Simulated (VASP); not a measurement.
Set up this calculation in VASP 6.6.1, as the native input.

```yaml
Task: single point
Functional: BLYP
Dispersion: D3(BJ)
Potentials_or_basis: VASP PAW PBE potentials, release 64 (Ga_d, N)
Cutoff: 520 eV
k_mesh: 8 × 8 × 6
Occupations: gaussian, width 0.05 eV
Spin: no spin polarisation
Dipole_correction: no
Further_INCAR_settings: ALGO = Normal; EDIFF = 1e-06; NBANDS = 26
```

The structure of GaN lies in POSCAR:

```
GaN
1.0
    3.2223606696      0.0000000001      0.0000000000
   -1.6111803349      2.7906462000      0.0000000000
    0.0000000000      0.0000000000      5.2605621739
Ga N
2 2
Direct
    0.3333333333      0.6666666667     -0.0005890889
    0.6666666667      0.3333333333      0.4994109111
    0.3333333333      0.6666666667      0.3755890889
    0.6666666667      0.3333333333      0.8755890889
```

This cell differs from its parent crystal: volume scaled by 1.02.

One way to write it, as run:

INCAR

```
SYSTEM = GaN
PREC     = Accurate       ! precision mode
ENCUT    = 520            ! plane-wave cutoff, eV
EDIFF    = 1E-6           ! SCF threshold, eV
ISMEAR   = 0              ! smearing method
SIGMA    = 0.05           ! smearing width, eV
LREAL    = .False.        ! projectors in reciprocal space
LASPH    = .True.         ! aspherical terms in the spheres
NELM     = 60             ! most SCF steps
ALGO     = Normal         ! electronic algorithm
ISIF     = 2              ! what is computed and relaxed
LWAVE    = .False.        ! write WAVECAR
LCHARG   = .False.        ! write CHGCAR
GGA      = B5             ! functional
ALDAX    = 1.0          
AGGAX    = 1.0          
AGGAC    = 1.0          
ALDAC    = 0.0          
IVDW     = 12             ! dispersion correction
VDW_S6   = 1.0          
VDW_S8   = 2.6996       
VDW_A1   = 0.4298       
VDW_A2   = 4.2359       
NBANDS   = 26             ! bands
```

KPOINTS

```
regular mesh
0
Gamma
  8 8 6
  0 0 0
```

Potentials or basis: VASP PAW PBE potentials, release 64 (Ga_d, N).

Command:

```console
$ cat potpaw_PBE.64/Ga_d/POTCAR potpaw_PBE.64/N/POTCAR > POTCAR
$ mpirun -np 1 vasp_std > vasp.out
```

Results of the run:

```
Pressure                   : -2.0 GPa
Band gap on the k mesh     : 1.74 eV, direct
Dispersion energy per atom : -0.540 eV
```

Caveat: the PAW data sets were made with another functional, which shifts forces and pressure a little.

Wall time 45 s on 1 thread of Intel(R) Xeon(R) Platinum 8259CL CPU @ 2.50GHz (Skylake/Cascade Lake) (shared host), peak memory 0.19 GiB.
